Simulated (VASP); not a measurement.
The system is CdO2.

```
Cd O
1.0
     0.00000    2.70236    2.70236
     2.70236    0.00000    2.70236
     2.70236    2.70236    0.00000
Cd O
1 2
Direct
  0.00000 0.00000 0.00000
  0.75000 0.75000 0.75000
  0.25000 0.25000 0.25000
```

| Item | Value |
| --- | --- |
| Program | VASP 6.6.1 |
| Task | relaxation of cell and atoms |
| Functional | PBEsol |
| Potentials or basis | VASP PAW PBE potentials, release 64 (Cd, O) |
| Cutoff | 600 eV |
| k mesh | 6 × 6 × 6 |
| Occupations | fermi-dirac, width 0.03 eV |
| Spin | no spin polarisation |

At the start: pressure -7.6 GPa; volume 13.16 Å³/atom.

Q: Where does the relaxation end?

A: Over 3 steps the energy falls by 23.1 meV/atom and the volume is 12.24 Å³/atom (-6.9 %); space group Fm-3m (No. 225, to 0.05 Å).

The path:
| step | energy change (eV) | largest force (eV/Å) | pressure (GPa) | volume (Å³) |
| --- | --- | --- | --- | --- |
| 1 | 0.0000 | 0.0000 | -7.56 | 39.47 |
| 2 | -0.0637 | 0.0000 | 2.55 | 36.03 |
| 3 | -0.0692 | 0.0000 | 0.02 | 36.73 |

Final structure:
```
Cd O
1.0
     0.00000    2.63834    2.63834
     2.63834    0.00000    2.63834
     2.63834    2.63834    0.00000
Cd O
1 2
Direct
  0.00000 0.00000 0.00000
  0.75000 0.75000 0.75000
  0.25000 0.25000 0.25000
```

Caveat: the PAW data sets were made with another functional, which shifts forces and pressure a little.
